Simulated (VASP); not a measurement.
Set up this calculation in VASP 6.6.1, as the native input.

- Task: single point
- Functional: PBE
- Potentials or basis: VASP PAW PBE potentials, release 64 (Rb_sv, Br)
- Cutoff: 500 eV
- k mesh: 6 × 6 × 6
- Occupations: fermi-dirac, width 0.02 eV
- Spin: no spin polarisation
- Dipole correction: no
- Further INCAR settings: ALGO = Normal; EDIFF = 1e-06; NBANDS = 15

The structure of RbBr lies in POSCAR:

```
RbBr
1.0
    3.9983097553      0.0000000000      0.0000000000
    0.0000000000      3.9983097553      0.0000000000
    0.0000000000      0.0000000000      4.1279266522
Rb Br
1 1
Direct
    0.0000000000      0.0000000000      0.0000000000
    0.5000000000      0.5000000000      0.5000000000
```

This cell differs from its parent crystal: biaxial xy strain -3.1%.

These files were run (other wordings do the same):

INCAR

```
SYSTEM = RbBr
  PREC = Accurate
  ENCUT = 500
  EDIFF = 1E-6
  ISMEAR = -1
  SIGMA = 0.02
  LREAL = .False.
  LASPH = .True.
  NELM = 120
  ALGO = Normal
  ISIF = 2
  LWAVE = .False.
  LCHARG = .False.
  GGA = PE
  NBANDS = 15
  GGA_COMPAT = .False.
```

KPOINTS

```
regular mesh
0
Gamma
  6 6 6
  0 0 0
```

Potentials or basis: VASP PAW PBE potentials, release 64 (Rb_sv, Br).

Run with:

```bash
$ cat potpaw_PBE.64/Rb_sv/POTCAR potpaw_PBE.64/Br/POTCAR > POTCAR
$ mpirun -np 1 vasp_std > vasp.out
```

It gave:

```json
{
 "Pressure": "2.1 GPa",
 "Band gap on the k mesh": "4.24 eV (least direct gap 4.39 eV)"
}
```

Caveat: the cell differs from its parent crystal (biaxial xy strain -3.1%).

It took 16 s on 1 thread of AMD EPYC 9R45 96-Core Processor (Zen 5), with other jobs on the host, peak memory 0.15 GiB.
